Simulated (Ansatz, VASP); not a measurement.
Pd: VASP beside Ansatz

INCAR

```
SYSTEM = Pd
PREC = Accurate ; ENCUT = 600
EDIFF = 1E-6 ; ISMEAR = -1
SIGMA = 0.05 ; LREAL = .FALSE.
LASPH = .TRUE. ; NELM = 100
ALGO = Normal ; ISIF = 3
LWAVE = .FALSE. ; LCHARG = .FALSE.
GGA = B5 ; ALDAX = 1.0
AGGAX = 1.0 ; AGGAC = 1.0
ALDAC = 0.0 ; IVDW = 12
VDW_S6 = 1.0 ; VDW_S8 = 2.6996
VDW_A1 = 0.4298 ; VDW_A2 = 4.2359
IBRION = 2 ; NSW = 60
EDIFFG = -0.01
```

Contents of KPOINTS:

```
Automatic mesh
0
G
  12 12 12
  0 0 0
```

POSCAR

```
Pd
1.0
   -1.5722810000      1.5722810000      1.5722810000
    1.5722810000     -1.5722810000      1.5722810000
    1.5722810000      1.5722810000     -1.5722810000
Pd
1
Direct
    0.0000000000      0.0000000000      0.0000000000
```

File input.yaml:

```yaml
crystal:
  lattice:
    - [-1.572281, 1.572281, 1.572281]
    - [1.572281, -1.572281, 1.572281]
    - [1.572281, 1.572281, -1.572281]
  atoms:
    - { symbol: Pd, position: [0.0, 0.0, 0.0] }
hamiltonian:
  xc: blyp
  pseudopotentials: { kind: paw }
  dispersion: d3bj
kpoints:
  mp_grid: { grid: [12, 12, 12] }
scf:
  occupations: { method: fermi_dirac, width: 0.05 }
output:
  forces: true
  stress: true
  eigenvalues: true
  write_density: true
  write_potential: true
  elf: true
  volumetric_format: npy
relax:
  f_tol: 0.01
  max_steps: 40
  cell: { stress_tol: 0.05 }
```

Alike in both runs: task relaxation of cell and atoms; functional BLYP; dispersion D3(BJ); k mesh 12 × 12 × 12; occupations fermi-dirac, width 0.05 eV; no spin polarisation.

```csv
,VASP,Ansatz
version,VASP 6.6.1,Ansatz 0.2.0
potentials or method,"VASP PAW PBE potentials, release 64 (Pd)",Ansatz PAW
plane-wave cutoff (eV),600,420
valence electrons in the cell,10,18
```

|  | VASP | Ansatz | Ansatz less VASP |
| --- | --- | --- | --- |
| gap on the k mesh at the Fermi level, each at its own relaxed structure (eV) | none | none | - |
| relaxed volume (Å³/atom) | 14.95 | 14.91 | -0.042 |
| relaxed cell length with the largest relative difference (Å) | 2.688 | 2.686 | -0.0025 |

VASP's potentials were made for PBE, not for BLYP. A gap of «none» marks a metal or a gap that the smearing closes. VASP's potentials hold 10 valence electrons a cell and Ansatz's 18, so a difference there can come from the potentials and not from the codes.

Noted on Ansatz's run: the plane-wave basis is chosen anew once the cell has moved, so the energies of steps on either side of that aren't comparable.
